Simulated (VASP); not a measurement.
S:

```
S
1.0
     6.32943    0.00000    0.00000
    -3.16472    5.48145    0.00000
     0.00000    0.00000    2.12763
S
3
Direct
  0.00000 0.00000 0.00000
  0.33333 0.66667 0.50000
  0.66667 0.33333 0.50000
```

This isn't the form of S at room conditions, which is orthorhombic, of S8 rings.

| Property | Result |
| --- | --- |
| Program | VASP 6.6.1 |
| Task | relaxation of cell and atoms |
| Functional | PBE |
| Potentials or basis | VASP PAW PBE potentials, release 64 (S) |
| Cutoff | 600 eV |
| k mesh | 9 × 9 × 20 |
| Occupations | gaussian, width 0.1 eV |
| Spin | no spin polarisation |

At the start: pressure -1.3 GPa; volume 24.61 Å³/atom.

Where does the relaxation end?

Over 13 steps the energy falls by 38.1 meV/atom and the volume is 32.44 Å³/atom (+31.8 %); space group P6/mmm (No. 191, to 0.1 Å) before and after.

Step by step:
```tsv
step	energy change (eV)	largest force (eV/Å)	pressure (GPa)	volume (Å³)
1	0.0000	0.0000	-1.34	73.82
2	0.1267	0.0000	7.97	71.54
3	-0.0368	0.0000	1.23	73.08
4	-0.0369	0.0000	1.35	73.05
5	-0.0529	0.0000	1.13	74.77
6	-0.0842	0.0000	0.65	80.05
7	-0.1102	0.0000	0.21	91.16
8	-0.0989	0.0000	-0.11	115.55
9	-0.1124	0.0000	-0.02	102.41
10	-0.1142	0.0000	0.03	98.36
11	-0.1143	0.0000	0.05	97.29
12	-0.1126	0.0000	-0.46	97.59
13	-0.1143	0.0000	0.00	97.31
```

Final structure:
```
S
1.0
     7.33020    0.00000    0.00000
    -3.66510    6.34814    0.00000
     0.00000    0.00000    2.09130
S
3
Direct
  0.00000 0.00000 0.00000
  0.33333 0.66667 0.50000
  0.66667 0.33333 0.50000
```

Caveat: the volume moved by over 15 % at a fixed basis, so the end points are rough.
